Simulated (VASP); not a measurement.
## Al: single point with LDA

The system is Al.

```
Al
1.0
     2.71840    0.00000    0.00000
    -1.35920    2.35420    0.00000
     0.00000    0.00000    4.51050
Al
2
Direct
  0.66667 0.33333 0.75000
  0.33333 0.66667 0.25000
```

```
Program                : VASP 6.6.1
Task                   : single point
Functional             : LDA
Potentials or basis    : VASP PAW LDA potentials, release 64 (Al)
Cutoff                 : 520 eV
k mesh                 : 18 × 18 × 10
Occupations            : gaussian, width 0.15 eV
Spin                   : no spin polarisation
Dipole correction      : no
Further INCAR settings : ALGO = Normal; EDIFF = 1e-06; NBANDS = 10
```

The pressure is 10.1 GPa and the band gap on the k mesh is zero (band 3 reaches 13.51 eV, above the bottom of band 4 at 5.91 eV).

Stress tensor (GPa, compression positive):
```
10.20  0.00  0.00
 0.00 10.20  0.00
 0.00  0.00  9.86
```

Levels at points of the mesh, in eV from the Fermi level:
| k point | band 1 | band 2 | band 3 | band 4 | band 5 | band 6 | band 7 | band 8 |
| --- | --- | --- | --- | --- | --- | --- | --- | --- |
| (0.00, 0.00, 0.00) | -12.06 | -5.19 | -4.80 | 11.87 | 11.87 | 11.90 | 11.90 | 12.54 |
| (0.50, 0.00, 0.00) | -5.61 | -5.58 | 0.59 | 1.21 | 1.33 | 1.94 | 6.40 | 8.35 |
| (0.00, 0.00, 0.50) | -10.26 | -10.26 | 3.38 | 3.38 | 12.78 | 12.78 | 12.78 | 12.78 |
| (0.50, 0.00, 0.50) | -4.30 | -4.30 | -3.35 | -3.35 | 7.86 | 7.86 | 7.90 | 7.90 |

It took 43 s on 1 thread of Intel Xeon 8259CL, on a shared host, peak memory 0.16 GiB.
